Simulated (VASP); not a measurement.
# Al2GaN3 (Cm) in VASP: a series of runs, part 3 of 3

VASP 6.6.1. Earlier steps stand in the parts before.

## (6) Single point, PBEsol

This run uses another cell than the first one, of 10.14 Å³/atom.

INCAR

```
SYSTEM = Al2GaN3
  PREC = Accurate
  ENCUT = 520
  EDIFF = 1E-7
  ISMEAR = 0
  SIGMA = 0.02
  LREAL = .FALSE.
  LASPH = .TRUE.
  NELM = 80
  ALGO = Normal
  ISIF = 2
  LWAVE = .FALSE.
  LCHARG = .FALSE.
  GGA = PS
  NBANDS = 46
```

KPOINTS

```
Automatic mesh
0
G
  8 8 4
  0 0 0
```

POSCAR

```
Al2GaN3
1.0
    5.6283449230     -1.5365200518      0.0008933543
    5.6283449230      1.5365200518      0.0008933543
   -1.8582887493      0.0000000000      7.0318421665
Al Ga N
4 2 6
Direct
    0.9443066704      0.9443066704      0.3891678736
    0.8890181921      0.8890181921      0.7764546213
    0.2234013176      0.2234013176      0.4444736756
    0.5539535173      0.5539535173      0.1131158250
    0.2769497360      0.2769497360      0.0577614495
    0.6095091132      0.6095091132      0.7218268967
    0.1474143092      0.1474143092      0.1850982166
    0.4815756155      0.4815756155      0.8526737272
    0.8184336225      0.8184336225      0.5149618092
    0.7644474375      0.7644474375      0.9015977150
    0.0954581129      0.0954581129      0.5645823960
    0.4308973558      0.4308973558      0.2430867844
```

Potentials or basis: VASP PAW PBE potentials, release 64 (Al, Ga_d, N).

Started as:

```sh
$ cat potpaw_PBE.64/Al/POTCAR potpaw_PBE.64/Ga_d/POTCAR potpaw_PBE.64/N/POTCAR > POTCAR
$ mpirun -np 1 vasp_std > vasp.out
```

OUTCAR:

```text
SYSTEM = Al2GaN3
   PREC = Accurate
   ENCUT = 520
   EDIFF = 1E-7
   ISMEAR = 0
   LREAL = .FALSE.
   LASPH = .TRUE.
   NELM = 80
   ISIF = 2
   GGA = PS

 ion  position               nearest neighbor table
   1  0.944  0.944  0.389-  11 1.85  12 1.85  12 1.85   9 1.87   4 3.03   4 3.03   3 3.04   3 3.04
                             2 3.04   6 3.06   6 3.06   3 3.06   5 3.07   5 3.07
   2  0.889  0.889  0.776-  10 1.86   8 1.86   8 1.86   9 1.86   6 3.03   6 3.03   1 3.04   3 3.06
                             3 3.06   6 3.07   5 3.08   5 3.08   4 3.08   4 3.08
   3  0.223  0.223  0.444-   7 1.86  11 1.87   9 1.87   9 1.87   5 3.02   1 3.04   1 3.04   2 3.06
                             2 3.06   1 3.06   6 3.07   6 3.07   4 3.08   4 3.08
   4  0.554  0.554  0.113-   7 1.86   7 1.86   8 1.86  12 1.87   1 3.03   1 3.03   5 3.04   5 3.06
                             5 3.06   6 3.07   3 3.08   3 3.08   2 3.08   2 3.08
   5  0.277  0.277  0.058-  10 1.89  10 1.89  12 1.90   7 1.92   3 3.02   4 3.04   4 3.06   4 3.06
                             1 3.07   1 3.07   2 3.08   2 3.08
   6  0.610  0.610  0.722-  10 1.89  11 1.90  11 1.90   8 1.92   2 3.03   2 3.03   1 3.06   1 3.06
                             3 3.07   3 3.07   4 3.07   2 3.07
   7  0.147  0.147  0.185-   4 1.86   4 1.86   3 1.86   5 1.92
   8  0.482  0.482  0.853-   2 1.86   2 1.86   4 1.86   6 1.92
   9  0.818  0.818  0.515-   2 1.86   3 1.87   3 1.87   1 1.87
  10  0.764  0.764  0.902-   2 1.86   6 1.89   5 1.89   5 1.89
  11  0.095  0.095  0.565-   1 1.85   3 1.87   6 1.90   6 1.90
  12  0.431  0.431  0.243-   1 1.85   1 1.85   4 1.87   5 1.90

  LATTYP: Found a base centered monoclinic cell.
 ALAT       =    11.2566899878
 B/A-ratio  =     0.2729967785
 C/A-ratio  =     0.6461261230
 COS(beta)  =    -0.2553431799

  Lattice vectors:

 A1 = (   5.6283449230,  -1.5365200518,   0.0008933543)
 A2 = (   5.6283449230,   1.5365200518,   0.0008933543)
 A3 = (  -1.8582887493,   0.0000000000,   7.0318421665)

Analysis of symmetry for initial positions (statically):
=====================================================================
 Subroutine PRICEL returns:
 Original cell was already a primitive cell.

 Routine SETGRP: Setting up the symmetry group for a
 base centered monoclinic supercell.

 Subroutine GETGRP returns: Found  2 space group operations
 (whereof  2 operations were pure point group operations)
 out of a pool of  4 trial point group operations.

The static configuration has the point symmetry C_1h.

Analysis of symmetry for dynamics (positions and initial velocities):
=====================================================================
 Subroutine PRICEL returns:
 Original cell was already a primitive cell.

 Routine SETGRP: Setting up the symmetry group for a
 base centered monoclinic supercell.

 Subroutine GETGRP returns: Found  2 space group operations
 (whereof  2 operations were pure point group operations)
 out of a pool of  4 trial point group operations.

The dynamic configuration has the point symmetry C_1h.

 Subroutine INISYM returns: Found  2 space group operations
 (whereof  2 operations are pure point group operations),
 and found     1 'primitive' translations

----------------------------------------------------------------------------------------

                                     Primitive cell

  volume of cell :     121.6288

  direct lattice vectors                    reciprocal lattice vectors
     5.628344923 -1.536520052  0.000893354     0.088832336 -0.325410657  0.023475517
     5.628344923  1.536520052  0.000893354     0.088832336  0.325410657  0.023475517
[... 97 lines left out ...]
   ISTART =      0    job   : 0-new  1-cont  2-samecut
   ICHARG =      2    charge: 1-file 2-atom 10-const
   ISPIN  =      1    spin polarized calculation?
   LNONCOLLINEAR =      F non collinear calculations
   LSORBIT =      F    spin-orbit coupling
   LASPH  =      T    aspherical Exc in radial PAW
   ENCUT  =  520.0 eV  38.22 Ry    6.18 a.u.  10.85 10.85 13.52*2*pi/ulx,y,z
   NELM   =     80;   NELMIN=  2; NELMDL= -5     # of ELM steps
   EDIFF  = 0.1E-06   stopping-criterion for ELM
   LREAL  =      F    real-space projection
   EDIFFG = 0.1E-05   stopping-criterion for IOM
   NSW    =      0    number of steps for IOM
   IBRION =     -1    ionic relax: 0-MD 1-quasi-New 2-CG
   NFREE  =      0    steps in history (QN), initial steepest desc. (CG)
   ISIF   =      2    stress and relaxation
   ISYM   =      2    0-nonsym 1-usesym 2-fastsym
   POTIM  = 0.5000    time-step for ionic-motion
   TEBEG  =    0.0;   TEEND  =   0.0 temperature during run
   PSTRESS=    0.0 pullay stress
   NELECT =      68.0000    total number of electrons
   NUPDOWN=      -1.0000    fix difference up-down
   EMIN   =  10.00;   EMAX   =-10.00  energy-range for DOS
   EFERMI =   0.00;   METHOD = LEGACY
   ISMEAR =     0;   SIGMA  =   0.02  broadening in eV -4-tet -1-fermi 0-gaus
   EFERMI_NEDOS =   21; number of points for ismear=-14 and -15
   IALGO  =     38    algorithm
   IMIX   =      4    mixing-type and parameters
     AMIX     =   0.40;   BMIX     =  1.00
     AMIX_MAG =   1.60;   BMIX_MAG =  1.00
  volume/ion in A,a.u.               =      10.14        68.40
  Fermi-wavevector in a.u.,A,eV,Ry     =   1.348649  2.548578 24.747026  1.818855
  Thomas-Fermi vector in A             =   2.476301
   LORBIT       =      0    0 simple, 1 ext, 2 COOP (PROOUT), +10 PAW based schemes
   GGA     = PS    functional components
   LHFCALC =     F    Hartree Fock is set to
   AEXX    =    0.0000 exact exchange contribution
   IVDW    =     0    specifies the selected vdW correction
   LEPSILON=     F    determine dielectric tensor
   LRPA    =     F    only Hartree local field effects (RPA)
 non-spin polarized calculation
 Gauss-broadening in eV      SIGMA  =   0.02
  energy-cutoff  :      520.00
  volume of cell :      121.63
 maximum number of plane-waves:      3294
 NGX is ok and might be reduce to    48
   NGX = 21   NGY = 21   NGZ = 27

 number of electron      67.9999994 magnetization

 Free energy of the ion-electron system (eV)
  ---------------------------------------------------
  ext. energy  EPLUGINS =         0.00000000
  ---------------------------------------------------
  free energy    TOTEN  =       -88.51576556 eV

  energy without entropy =      -88.51576556  energy(sigma->0) =      -88.51576556

 E-fermi :   6.4839     XC(G=0): -11.6806

 val. band max:        6.3812104190   @ k =   0.0000   0.0000   0.0000
 cond. band min:      10.1189949714   @ k =   0.0000   0.0000   0.0000
 fundamental gap:      3.7377845524
 Fermi energy:         6.4838708635

 k-point     1 :       0.0000    0.0000    0.0000
  band No.  band energies     occupation
      1      -9.5199      2.00000
      2      -8.3946      2.00000
      3      -8.0672      2.00000
      4      -7.8487      2.00000
      5      -7.6335      2.00000
      6      -7.2445      2.00000
[... 1165 lines left out ...]
     45      16.0606      0.00000
     46      16.4242      0.00000

 [... further k-points ...]

------------------------ aborting loop because EDIFF is reached ----------------------------------------

  FORCE on cell =-STRESS in cart. coord.  units (eV):
  Direction    XX          YY          ZZ          XY          YZ          ZX
  --------------------------------------------------------------------------------------
  -------------------------------------------------------------------------------------
  Total       10.0463342     10.3993614     10.2646533      0.0000000      0.0000000      0.1646222
  in kB      132.3372000    136.9875165    135.2130485      0.0000000      0.0000000      2.1685163
  external PRESSURE =     134.8459217 kB  Pullay stress =       0.0000000 kB

 VOLUME and BASIS-vectors are now :
 -----------------------------------------------------------------------------
  energy-cutoff  :      520.00
  volume of cell :      121.63
      direct lattice vectors                 reciprocal lattice vectors
     5.628344923 -1.536520052  0.000893354     0.088832336 -0.325410657  0.023475517
     5.628344923  1.536520052  0.000893354     0.088832336  0.325410657  0.023475517
    -1.858288749  0.000000000  7.031842166    -0.000022571  0.000000000  0.142204281

 POSITION                                       TOTAL-FORCE (eV/Angst)
 -----------------------------------------------------------------------------------
      9.90658      0.00000      2.73825         0.004164      0.000000     -0.002870
      8.56453      0.00000      5.46149        -0.000582      0.000000     -0.002711
      1.68880      0.00000      3.12587         0.002504      0.000000      0.001818
      6.02548      0.00000      0.79640         0.002027      0.000000     -0.001538
      3.01020      0.00000      0.40666         0.004002      0.000000     -0.006869
      5.51969      0.00000      5.07686         0.006946      0.000000     -0.003864
      1.31543      0.00000      1.30184         0.011778      0.000000     -0.007951
      3.83643      0.00000      5.99673         0.015452      0.000000     -0.006648
      8.25591      0.00000      3.62259        -0.000401      0.000000      0.000700
      6.92972      0.00000      6.34126        -0.022520      0.000000      0.013528
      0.02539      0.00000      3.97022        -0.005253      0.000000      0.025444
      4.39875      0.00000      1.71012        -0.018116      0.000000     -0.009040
 -----------------------------------------------------------------------------------
    total drift:                                0.000222      0.000000      0.000329

  FREE ENERGIE OF THE ION-ELECTRON SYSTEM (eV)
  ---------------------------------------------------
  free  energy   TOTEN  =       -88.5157655550 eV

  energy  without entropy=      -88.5157655550  energy(sigma->0) =      -88.51576556
```

Wall time 19 min (1 thread of Oxide Virtual Turin-like, shared host); peak memory 0.53 GiB.

What came out:

```
Free energy            : -88.5158 eV
Pressure               : 13.5 GPa
Largest force          : 0.026 eV/Å
Band gap on the k mesh : 3.74 eV
```

Forces in eV/Å, atoms in the order of the input:
```
Al   0.004  0.000 -0.003
Al  -0.001  0.000 -0.003
Al   0.003  0.000  0.002
Al   0.002  0.000 -0.002
Ga   0.004  0.000 -0.007
Ga   0.007  0.000 -0.004
N    0.012  0.000 -0.008
N    0.015  0.000 -0.007
N    0.000  0.000  0.001
N   -0.023  0.000  0.014
N   -0.005  0.000  0.025
N   -0.018  0.000 -0.009
```

Stress tensor (GPa, compression positive):
```
13.23  0.00  0.22
 0.00 13.70  0.00
 0.22  0.00 13.52
```

Caveat: the cell stands under pressure; the PAW data sets were made with another functional, which shifts forces and pressure a little. A k mesh can miss the band edges.

## (7) Summary

```csv
task,cell,cutoff (eV),gap on the mesh (eV),pressure (GPa),largest force (eV/Å)
single point,"a = 6.072, b = 6.072, c = 7.328 Å, angles 104.6, 104.6, 30.5°, 12 atoms, atomic positions A",520,2.97,-4.8,0.01
single point,"a = 5.975, b = 5.975, c = 7.448 Å, angles 104.3, 104.3, 30.5°, 12 atoms, atomic positions B",520,3.19,-2.1,0.01
relaxation of cell and atoms,"relaxed to 10 GPa from a = 5.860, b = 5.860, c = 7.306 Å, angles 104.2, 104.2, 30.6°, 12 atoms, atomic positions C",600,3.64,10.0,0.01
relaxation of cell and atoms,"relaxed to 20 GPa from a = 5.780, b = 5.780, c = 7.208 Å, angles 104.2, 104.2, 30.6°, 12 atoms, atomic positions D",600,3.95,19.9,0.01
single point,"a = 5.834, b = 5.834, c = 7.273 Å, angles 104.3, 104.3, 30.5°, 12 atoms, atomic positions E",520,3.74,13.5,0.03
```

Alike in all rows: level PBEsol; potentials or basis VASP PAW PBE potentials, release 64 (Al, Ga_d, N); no spin polarisation; k mesh 8 × 8 × 4; smearing gaussian 0.02 eV.

Caveats: the PAW data sets were made with another functional, which shifts forces and pressure a little; the cell is relaxed towards a set pressure, so the run minimises the enthalpy, not the energy (at least some runs); the stress differs along the axes, from -7 to -0 GPa (at least some runs); the cell stands under pressure (at least some runs).

Total energies depend on the potentials used, so only differences within one code and one set of settings carry meaning.
